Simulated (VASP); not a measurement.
A run of VASP 6.6.1 is set up as follows.

Contents of INCAR:

```
SYSTEM = Cd
PREC = Accurate ; ENCUT = 520
EDIFF = 1E-7 ; ISMEAR = 0
SIGMA = 0.1 ; LREAL = .False.
LASPH = .True. ; NELM = 80
ALGO = Normal ; ISIF = 2
LWAVE = .False. ; LCHARG = .True.
LELF = .True. ; LVHAR = .True.
NBANDS = 19
```

File KPOINTS:

```
regular mesh
0
Gamma
  6 6 6
  0 0 0
```

The input POSCAR:

```
Cd
1.0
    0.0000000000      2.8578798667      2.8578798667
    2.8578798667      0.0000000000      2.8578798667
    2.8578798667      2.8578798667      0.0000000000
Cd
2
Direct
    0.0000000000      0.0000000000      0.0000000000
    0.2500000000      0.2500000000      0.2500000000
```

Potentials or basis: VASP PAW LDA potentials, release 64 (Cd).

Launch:

```console
$ cat potpaw_LDA.64/Cd/POTCAR > POTCAR
$ mpirun -np 1 vasp_std > vasp.out
```

(1) Predict the pressure.

(2) Predict the band gap on the k mesh.

Answers

(1) 21.5 GPa.

(2) zero (band 12 reaches 8.82 eV, above the bottom of band 13 at 1.00 eV).
